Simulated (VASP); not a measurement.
# NaF in VASP: notebook

The runs below take NaF through single point, with r2SCAN.

Everything below comes from runs of VASP 6.6.1. Logs are shortened: lines on timing, memory, paths and dates and some standing lists are left out, and cuts for length are marked.

### 1 The cell of the first run

It takes space group I-4m2 (No. 119, tetragonal). Conventional cell: a = 3.580 Å, b = 3.580 Å, c = 5.035 Å, α = 90.00°, β = 90.00°, γ = 90.00°. Na (site symmetry -4m2) has 4 F at 2.19 Å within 2.9 Å. F (site symmetry -4m2) has 4 Na at 2.19 Å within 2.9 Å.

### 2 Single point, r2SCAN (uniaxial z strain -0.5%)

The input, POSCAR:

```
NaF
1.0
    0.0000000000      2.5312613679      2.5175925565
    2.5312613679      0.0000000000      2.5175925565
    2.5312613679      2.5312613679      0.0000000000
Na F
1 1
Direct
    0.0000000000      0.0000000000      0.0000000000
    0.2500000000      0.2500000000      0.2500000000
```

The input, INCAR.step1:

```
SYSTEM = NaF
PREC = Accurate ; ENCUT = 520
ISMEAR = 0 ; SIGMA = 0.01
LREAL = .FALSE. ; LASPH = .TRUE.
NELM = 80 ; NBANDS = 14
GGA = PE ; ALGO = Normal
EDIFF = 1E-4 ; LWAVE = .TRUE.
LCHARG = .FALSE.
```

The input, INCAR.step2:

```
SYSTEM = NaF
PREC = Accurate ; ENCUT = 520
EDIFF = 1E-7 ; ISMEAR = 0
SIGMA = 0.01 ; LREAL = .FALSE.
LASPH = .TRUE. ; NELM = 80
ALGO = Normal ; ISIF = 2
LWAVE = .FALSE. ; LCHARG = .TRUE.
METAGGA = R2SCAN ; LMIXTAU = .TRUE.
LELF = .TRUE. ; LVHAR = .TRUE.
NBANDS = 14 ; ISTART = 1
```

The input, KPOINTS:

```
regular mesh
0
G
  8 8 8
  0 0 0
```

Potentials or basis: VASP PAW PBE potentials, release 64 (Na_pv, F).

On the command line:

```
$ cat potpaw_PBE.64/Na_pv/POTCAR potpaw_PBE.64/F/POTCAR > POTCAR
$ cp INCAR.step1 INCAR
$ mpirun -np 1 vasp_std > vasp.out
$ cp INCAR.step2 INCAR
$ mpirun -np 1 vasp_std > vasp.out
```

OUTCAR:

```text
SYSTEM = NaF
   PREC = Accurate
   ENCUT = 520
   EDIFF = 1E-7
   ISMEAR = 0
   LREAL = .FALSE.
   LASPH = .TRUE.
   NELM = 80
   ISIF = 2
   METAGGA = R2SCAN
   ISTART = 1

 ion  position               nearest neighbor table
   1  0.000  0.000  0.000-   2 2.19   2 2.19   2 2.19   2 2.19
   2  0.250  0.250  0.250-   1 2.19   1 2.19   1 2.19   1 2.19

  LATTYP: Found a body centered tetragonal cell.
 ALAT       =     3.5797441564
 C/A-ratio  =     1.4065768091

  Lattice vectors:

 A1 = (   0.0000000000,  -2.5312613679,  -2.5175925565)
 A2 = (   0.0000000000,   2.5312613679,  -2.5175925565)
 A3 = (   2.5312613679,   0.0000000000,   2.5175925565)

Analysis of symmetry for initial positions (statically):
=====================================================================
 Subroutine PRICEL returns:
 Original cell was already a primitive cell.

 Routine SETGRP: Setting up the symmetry group for a
 body centered tetragonal supercell.

 Subroutine GETGRP returns: Found  8 space group operations
 (whereof  8 operations were pure point group operations)
 out of a pool of 16 trial point group operations.

The static configuration has the point symmetry D_2d.

Analysis of symmetry for dynamics (positions and initial velocities):
=====================================================================
 Subroutine PRICEL returns:
 Original cell was already a primitive cell.

 Routine SETGRP: Setting up the symmetry group for a
 body centered tetragonal supercell.

 Subroutine GETGRP returns: Found  8 space group operations
 (whereof  8 operations were pure point group operations)
 out of a pool of 16 trial point group operations.

The dynamic configuration has the point symmetry D_2d.

 Subroutine INISYM returns: Found  8 space group operations
 (whereof  8 operations are pure point group operations),
 and found     1 'primitive' translations

----------------------------------------------------------------------------------------

                                     Primitive cell

  volume of cell :      32.2619

  direct lattice vectors                    reciprocal lattice vectors
     0.000000000  2.531261368  2.517592556    -0.197529977  0.197529977  0.198602430
     2.531261368  0.000000000  2.517592556     0.197529977 -0.197529977  0.198602430
     2.531261368  2.531261368  0.000000000     0.197529977  0.197529977 -0.198602430

  length of vectors
     3.570091931  3.570091931  3.579744156     0.342752256  0.342752256  0.342752256

  position of ions in fractional coordinates (direct lattice)
     0.000000000  0.000000000  0.000000000
     0.250000000  0.250000000  0.250000000

  ion indices of the primitive-cell ions
   primitive index   ion index
                 1           1
                 2           2

----------------------------------------------------------------------------------------

 KPOINTS: regular mesh

Automatic generation of k-mesh.
 Grid dimensions read from file:
 generate k-points for:    8    8    8

 Generating k-lattice:

  Cartesian coordinates                     Fractional coordinates (reciprocal lattice)
    -0.024691247  0.024691247  0.024825304     0.125000000 -0.000000000  0.000000000
     0.024691247 -0.024691247  0.024825304    -0.000000000  0.125000000  0.000000000
     0.024691247  0.024691247 -0.024825304     0.000000000  0.000000000  0.125000000

  Length of vectors
     0.042844032  0.042844032  0.042844032

  Shift w.r.t. Gamma in fractional coordinates (k-lattice)
     0.000000000  0.000000000  0.000000000

 Subroutine IBZKPT returns following result:
 ===========================================

 Found     59 irreducible k-points:

 Following reciprocal coordinates:
            Coordinates               Weight
  0.000000  0.000000  0.000000      1.000000
  0.125000 -0.000000  0.000000      8.000000
  0.250000 -0.000000  0.000000      8.000000
  0.375000 -0.000000  0.000000      8.000000
  0.500000 -0.000000  0.000000      4.000000
  0.125000  0.125000  0.000000      2.000000
[... 16 lines left out ...]
  0.250000 -0.000000  0.125000     16.000000
  0.375000  0.000000  0.125000     16.000000
 [... further k-points ...]
   k-points           NKPTS =     59   k-points in BZ     NKDIM =     59   number of bands    NBANDS=     14
   number of dos      NEDOS =    301   number of ions     NIONS =      2
   total plane-waves  NPLWV =  21952
   dimension x,y,z NGX =    28 NGY =   28 NGZ =   28
   dimension x,y,z NGXF=    56 NGYF=   56 NGZF=   56
   ions per type =               1   1
   NGX,Y,Z   is equivalent  to a cutoff of  13.04, 13.04, 13.00 a.u.
   NGXF,Y,Z  is equivalent  to a cutoff of  26.08, 26.08, 26.01 a.u.
 SYSTEM =  NaF
   PREC   = accura    normal or accurate (medium, high low for compatibility)
   ISTART =      1    job   : 0-new  1-cont  2-samecut
   ICHARG =      0    charge: 1-file 2-atom 10-const
   ISPIN  =      1    spin polarized calculation?
   LNONCOLLINEAR =      F non collinear calculations
   LSORBIT =      F    spin-orbit coupling
   LASPH  =      T    aspherical Exc in radial PAW
   ENCUT  =  520.0 eV  38.22 Ry    6.18 a.u.   6.64  6.64  6.66*2*pi/ulx,y,z
   NELM   =     80;   NELMIN=  2; NELMDL=  0     # of ELM steps
   EDIFF  = 0.1E-06   stopping-criterion for ELM
   LREAL  =      F    real-space projection
   EDIFFG = 0.1E-05   stopping-criterion for IOM
   NSW    =      0    number of steps for IOM
   IBRION =     -1    ionic relax: 0-MD 1-quasi-New 2-CG
   NFREE  =      0    steps in history (QN), initial steepest desc. (CG)
   ISIF   =      2    stress and relaxation
   ISYM   =      2    0-nonsym 1-usesym 2-fastsym
   POTIM  = 0.5000    time-step for ionic-motion
   TEBEG  =    0.0;   TEEND  =   0.0 temperature during run
   PSTRESS=    0.0 pullay stress
   NELECT =      14.0000    total number of electrons
   NUPDOWN=      -1.0000    fix difference up-down
   EMIN   =  10.00;   EMAX   =-10.00  energy-range for DOS
   EFERMI =   0.00;   METHOD = LEGACY
   ISMEAR =     0;   SIGMA  =   0.01  broadening in eV -4-tet -1-fermi 0-gaus
   EFERMI_NEDOS =   21; number of points for ismear=-14 and -15
   IALGO  =     38    algorithm
   IMIX   =      4    mixing-type and parameters
     AMIX     =   0.40;   BMIX     =  1.00
     AMIX_MAG =   1.60;   BMIX_MAG =  1.00
  volume/ion in A,a.u.               =      16.13       108.86
  Fermi-wavevector in a.u.,A,eV,Ry     =   1.239427  2.342178 20.900996  1.536180
  Thomas-Fermi vector in A             =   2.373911
   LORBIT       =      0    0 simple, 1 ext, 2 COOP (PROOUT), +10 PAW based schemes
   METAGGA = R2SCAN    functional components
   LHFCALC =     F    Hartree Fock is set to
   AEXX    =    0.0000 exact exchange contribution
   IVDW    =     0    specifies the selected vdW correction
   LEPSILON=     F    determine dielectric tensor
   LRPA    =     F    only Hartree local field effects (RPA)
 non-spin polarized calculation
 Gauss-broadening in eV      SIGMA  =   0.01
  energy-cutoff  :      520.00
  volume of cell :       32.26
 maximum number of plane-waves:       893
   NGX = 13   NGY = 13   NGZ = 13

 number of electron      13.9999982 magnetization

 Free energy of the ion-electron system (eV)
  ---------------------------------------------------
  ext. energy  EPLUGINS =         0.00000000
  ---------------------------------------------------
  free energy    TOTEN  =       -12.32168906 eV

  energy without entropy =      -12.32168906  energy(sigma->0) =      -12.32168906

 E-fermi :  -3.8666     XC(G=0):  -8.2556

 val. band max:       -3.9772853015   @ k =   0.0000   0.0000   0.0000
 cond. band min:       2.3124607044   @ k =   0.0000   0.0000   0.0000
 fundamental gap:      6.2897460059
 Fermi energy:        -3.8665879814

 k-point     1 :       0.0000    0.0000    0.0000
  band No.  band energies     occupation
      1     -23.8505      2.00000
      2     -23.3715      2.00000
      3     -23.3706      2.00000
      4     -23.3704      2.00000
      5      -3.9806      2.00000
      6      -3.9805      2.00000
      7      -3.9773      2.00000
      8       2.3125      0.00000
      9      16.5760      0.00000
     10      16.5761      0.00000
     11      16.5904      0.00000
     12      17.8149      0.00000
     13      17.8150      0.00000
     14      17.9064      0.00000

 k-point     2 :       0.1250   -0.0000    0.0000
  band No.  band energies     occupation
      1     -23.9548      2.00000
      2     -23.3728      2.00000
      3     -23.3723      2.00000
      4     -23.2582      2.00000
      5      -4.1303      2.00000
      6      -3.9856      2.00000
      7      -3.9827      2.00000
      8       2.7319      0.00000
      9      14.4782      0.00000
     10      15.9659      0.00000
     11      16.0169      0.00000
     12      17.7136      0.00000
     13      17.7355      0.00000
     14      17.7981      0.00000

 k-point     3 :       0.2500   -0.0000    0.0000
  band No.  band energies     occupation
      1     -24.1200      2.00000
      2     -23.3768      2.00000
      3     -23.3764      2.00000
      4     -23.0740      2.00000
      5      -4.4410      2.00000
      6      -3.9979      2.00000
      7      -3.9932      2.00000
      8       3.8219      0.00000
      9      11.7978      0.00000
     10      14.9797      0.00000
     11      15.0530      0.00000
     12      17.3501      0.00000
     13      18.2131      0.00000
     14      18.2560      0.00000

 k-point     4 :       0.3750   -0.0000    0.0000
  band No.  band energies     occupation
      1     -24.2382      2.00000
      2     -23.3808      2.00000
      3     -23.3805      2.00000
      4     -22.9372      2.00000
      5      -4.6971      2.00000
      6      -4.0103      2.00000
      7      -4.0038      2.00000
      8       5.2990      0.00000
      9       9.4182      0.00000
     10      14.3095      0.00000
     11      14.3879      0.00000
     12      17.2742      0.00000
     13      18.8086      0.00000
     14      18.8610      0.00000

 k-point     5 :       0.5000   -0.0000    0.0000
  band No.  band energies     occupation
      1     -24.2800      2.00000
      2     -23.3825      2.00000
      3     -23.3822      2.00000
      4     -22.8880      2.00000
      5      -4.7911      2.00000
      6      -4.0155      2.00000
      7      -4.0083      2.00000
      8       6.5906      0.00000
      9       7.8353      0.00000
     10      14.0795      0.00000
     11      14.1588      0.00000
[... 276 lines left out ...]
 k-point    22 :       0.1250    0.0000    0.1250
  band No.  band energies     occupation
      1     -23.9824      2.00000
      2     -23.3757      2.00000
      3     -23.3746      2.00000
      4     -23.2238      2.00000
      5      -4.1449      2.00000
      6      -4.0023      2.00000
      7      -3.9995      2.00000
      8       2.8613      0.00000
      9      14.4397      0.00000
     10      15.5946      0.00000
     11      15.6257      0.00000
     12      16.2293      0.00000
     13      19.2136      0.00000
     14      19.3806      0.00000

 k-point    23 :       0.2500   -0.0000    0.1250
  band No.  band energies     occupation
      1     -24.1109      2.00000
      2     -23.3804      2.00000
      3     -23.3795      2.00000
      4     -23.0768      2.00000
      5      -4.3705      2.00000
      6      -4.0216      2.00000
      7      -4.0183      2.00000
      8       3.7002      0.00000
      9      12.4246      0.00000
     10      14.3037      0.00000
     11      15.0125      0.00000
     12      16.6732      0.00000
     13      19.0243      0.00000
     14      19.3022      0.00000

 k-point    24 :       0.3750    0.0000    0.1250
  band No.  band energies     occupation
      1     -24.2295      2.00000
      2     -23.3871      2.00000
      3     -23.3840      2.00000
      4     -22.9367      2.00000
      5      -4.6082      2.00000
      6      -4.0532      2.00000
      7      -4.0314      2.00000
      8       5.0011      0.00000
      9      10.1981      0.00000
     10      13.3939      0.00000
     11      14.4571      0.00000
     12      17.2535      0.00000
     13      19.2500      0.00000
     14      19.5145      0.00000

 [... further k-points ...]
[... 5 lines left out ...]
  --------------------------------------------------------------------------------------
  -------------------------------------------------------------------------------------
  Total       -0.0271673     -0.0271673     -0.0268864      0.0000000      0.0000000      0.0000000
  in kB       -1.3491719     -1.3491719     -1.3352223      0.0000000      0.0000000      0.0000000
  external PRESSURE =      -1.3445221 kB  Pullay stress =       0.0000000 kB

 VOLUME and BASIS-vectors are now :
 -----------------------------------------------------------------------------
  energy-cutoff  :      520.00
  volume of cell :       32.26
      direct lattice vectors                 reciprocal lattice vectors
     0.000000000  2.531261368  2.517592556    -0.197529977  0.197529977  0.198602430
     2.531261368  0.000000000  2.517592556     0.197529977 -0.197529977  0.198602430
     2.531261368  2.531261368  0.000000000     0.197529977  0.197529977 -0.198602430

 POSITION                                       TOTAL-FORCE (eV/Angst)
 -----------------------------------------------------------------------------------
      0.00000      0.00000      0.00000        -0.000000     -0.000000      0.000000
      1.26563      1.26563      1.25880         0.000000      0.000000     -0.000000
 -----------------------------------------------------------------------------------
    total drift:                                0.000022      0.000022      0.000011

  FREE ENERGIE OF THE ION-ELECTRON SYSTEM (eV)
  ---------------------------------------------------
  free  energy   TOTEN  =       -12.3216890601 eV

  energy  without entropy=      -12.3216890601  energy(sigma->0) =      -12.32168906
```

Run time: 70 s. Hardware: 1 thread of Intel Xeon Platinum 8488C (Sapphire Rapids), shared host; peak memory 0.16 GiB.

Results:

| Item | Value |
| --- | --- |
| Free energy | -12.3217 eV |
| Pressure | -0.1 GPa |
| Band gap on the k mesh | 6.29 eV, direct |

Caveat: the cell differs from its parent crystal (uniaxial z strain -0.5%); the PAW data sets were made with another functional, which shifts forces and pressure a little. A k mesh can miss the band edges.

(Part 1 of 2 ends here.)
